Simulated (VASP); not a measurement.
# FeSi (P2_13) in VASP: further runs, part 3 of 3

VASP 6.6.1. Earlier steps stand in the parts before.

## Step 6: Single point, PBE (volume scaled by 1.03, then relaxed in part)

The input, INCAR:

```
SYSTEM = FeSi
ALGO     = Normal         ! electronic algorithm
EDIFF    = 1E-6           ! SCF threshold, eV
ENCUT    = 520            ! plane-wave cutoff, eV
GGA      = PE             ! functional
ISIF     = 2              ! what is computed and relaxed
ISMEAR   = 0              ! smearing method
LASPH    = .True.         ! aspherical terms in the spheres
LCHARG   = .False.        ! write CHGCAR
LREAL    = .False.        ! projectors in reciprocal space
LWAVE    = .False.        ! write WAVECAR
NBANDS   = 34             ! bands
NELM     = 100            ! most SCF steps
PREC     = Accurate       ! precision mode
SIGMA    = 0.01           ! smearing width, eV
```

The input, KPOINTS:

```
k-points
0
Gamma
  8 8 8
  0 0 0
```

The input, POSCAR:

```
FeSi
1.0
    4.4920771897      0.0000000000      0.0000000000
    0.0000000000      4.4920771897      0.0000000000
    0.0000000000      0.0000000000      4.4920771897
Fe Si
4 4
Direct
    0.1345045841      0.1345045841      0.1345045841
    0.3654954159      0.8654954159      0.6345045841
    0.6345045841      0.3654954159      0.8654954159
    0.8654954159      0.6345045841      0.3654954159
    0.8400460615      0.8400460615      0.8400460615
    0.6599539385      0.1599539385      0.3400460615
    0.3400460615      0.6599539385      0.1599539385
    0.1599539385      0.3400460615      0.6599539385
```

Potentials or basis: VASP PAW PBE potentials, release 64 (Fe, Si).

Command:

```bash
$ cat potpaw_PBE.64/Fe/POTCAR potpaw_PBE.64/Si/POTCAR > POTCAR
$ mpirun -np 1 vasp_std > vasp.out
```

OUTCAR:

```text
SYSTEM = FeSi
   EDIFF = 1E-6
   ENCUT = 520
   GGA = PE
   ISIF = 2
   ISMEAR = 0
   LASPH = .True.
   LREAL = .False.
   NELM = 100
   PREC = Accurate

 ion  position               nearest neighbor table
   1  0.135  0.135  0.135-   5 2.29   6 2.33   7 2.33   8 2.33   7 2.54   8 2.54   6 2.54   3 2.75
                             4 2.75   2 2.75   2 2.75   4 2.75   3 2.75
   2  0.365  0.865  0.635-   6 2.29   5 2.33   7 2.33   8 2.33   7 2.54   8 2.54   5 2.54   1 2.75
                             1 2.75   3 2.75   3 2.75   4 2.75   4 2.75
   3  0.635  0.365  0.865-   7 2.29   6 2.33   5 2.33   8 2.33   8 2.54   6 2.54   5 2.54   1 2.75
                             4 2.75   2 2.75   2 2.75   4 2.75   1 2.75
   4  0.865  0.635  0.365-   8 2.29   6 2.33   7 2.33   5 2.33   6 2.54   5 2.54   7 2.54   1 2.75
[... 1113 lines left out ...]
  external PRESSURE =     -58.4889189 kB  Pullay stress =       0.0000000 kB

 VOLUME and BASIS-vectors are now :
 -----------------------------------------------------------------------------
  energy-cutoff  :      520.00
  volume of cell :       90.64
      direct lattice vectors                 reciprocal lattice vectors
     4.492077190  0.000000000  0.000000000     0.222614162  0.000000000  0.000000000
     0.000000000  4.492077190  0.000000000     0.000000000  0.222614162  0.000000000
     0.000000000  0.000000000  4.492077190     0.000000000  0.000000000  0.222614162

 POSITION                                       TOTAL-FORCE (eV/Angst)
 -----------------------------------------------------------------------------------
      0.60420      0.60420      0.60420         0.019010      0.019010      0.019010
      1.64183      3.88787      2.85024        -0.019010     -0.019010      0.019010
      2.85024      1.64183      3.88787         0.019010     -0.019010     -0.019010
      3.88787      2.85024      1.64183        -0.019010      0.019010     -0.019010
      3.77355      3.77355      3.77355         0.002772      0.002772      0.002772
      2.96456      0.71853      1.52751        -0.002772     -0.002772      0.002772
      1.52751      2.96456      0.71853         0.002772     -0.002772     -0.002772
      0.71853      1.52751      2.96456        -0.002772      0.002772     -0.002772
 -----------------------------------------------------------------------------------
    total drift:                               -0.000000     -0.000001      0.000000

  FREE ENERGIE OF THE ION-ELECTRON SYSTEM (eV)
  ---------------------------------------------------
  free  energy   TOTEN  =       -58.7320941230 eV

  energy  without entropy=      -58.7320941230  energy(sigma->0) =      -58.73209412
```

OSZICAR:

```text
N       E                     dE             d eps       ncg     rms          rms(c)
DAV:   1     0.346486079718E+03    0.34649E+03   -0.19737E+04  3060   0.157E+03
DAV:   2    -0.355762953498E+02   -0.38206E+03   -0.36209E+03  3060   0.363E+02
DAV:   3    -0.651987003853E+02   -0.29622E+02   -0.26742E+02  3628   0.117E+02
DAV:   4    -0.666182809826E+02   -0.14196E+01   -0.14001E+01  4440   0.248E+01
DAV:   5    -0.666490545581E+02   -0.30774E-01   -0.30730E-01  4182   0.356E+00    0.311E+01
DAV:   6    -0.727828913697E+02   -0.61338E+01   -0.15464E+02  4592   0.147E+02    0.335E+01
DAV:   7    -0.588631134205E+02    0.13920E+02   -0.58881E+01  4288   0.105E+02    0.878E+00
DAV:   8    -0.588482670672E+02    0.14846E-01   -0.39988E+00  3850   0.118E+01    0.338E+00
DAV:   9    -0.587418338646E+02    0.10643E+00   -0.32479E-01  4940   0.607E+00    0.141E+00
DAV:  10    -0.587326773657E+02    0.91565E-02   -0.21970E-02  4178   0.111E+00    0.412E-01
DAV:  11    -0.587322387907E+02    0.43858E-03   -0.30180E-03  4640   0.543E-01    0.207E-01
DAV:  12    -0.587321015296E+02    0.13726E-03   -0.27862E-04  4224   0.152E-01    0.706E-02
DAV:  13    -0.587320961257E+02    0.54039E-05   -0.99275E-05  4794   0.606E-02    0.397E-02
DAV:  14    -0.587320941394E+02    0.19863E-05   -0.12608E-05  3698   0.268E-02    0.545E-03
DAV:  15    -0.587320941230E+02    0.16332E-07   -0.11799E-06  1770   0.147E-02
   1 F= -.58732094E+02 E0= -.58732094E+02  d E =-.642294E-26
```

stdout:

```text
POSCAR found type information on POSCAR FeSi
 POSCAR found :  2 types and       8 ions
 scaLAPACK will be used
 LDA part: xc-table for (Slater+PW92), standard interpolation
 POSCAR, INCAR and KPOINTS ok, starting setup
 FFT: planning ... GRIDC
 FFT: planning ... GRID_SOFT
 FFT: planning ... GRID
 WAVECAR not read
 entering main loop
```

Wall time 88 s (1 thread of Intel Xeon Platinum 8559C (Emerald Rapids), shared host); peak memory 0.25 GiB.

What came out:

* Free energy: -58.7321 eV
* Pressure: -5.8 GPa
* Largest force: 0.033 eV/Å
* Band gap on the k mesh: 0.16 eV, indirect (least direct gap 0.17 eV)

Forces on the atoms (eV/Å):
```
Fe   0.019  0.019  0.019
Fe  -0.019 -0.019  0.019
Fe   0.019 -0.019 -0.019
Fe  -0.019  0.019 -0.019
Si   0.003  0.003  0.003
Si  -0.003 -0.003  0.003
Si   0.003 -0.003 -0.003
Si  -0.003  0.003 -0.003
```

## Step 7: Overview

```tsv
task	cell	gap on the mesh (eV)	pressure (GPa)	largest force (eV/Å)
single point	a = 4.448 Å, 8 atoms	0.16	0.2	0.04
single point	a = 4.492 Å, 8 atoms	0.16	-5.8	0.03
single point	a = 4.535 Å, 8 atoms	0.16	-10.9	0.03
relaxation of the atoms	atoms relaxed from a = 4.357 Å, 8 atoms	0.15	15.8	-
```

Alike in all rows: level PBE; potentials or basis VASP PAW PBE potentials, release 64 (Fe, Si); no spin polarisation; k mesh 8 × 8 × 8; cutoff (eV) 520; smearing gaussian 0.01 eV.

Total energies depend on the potentials used, so only differences within one code and one set of settings carry meaning.
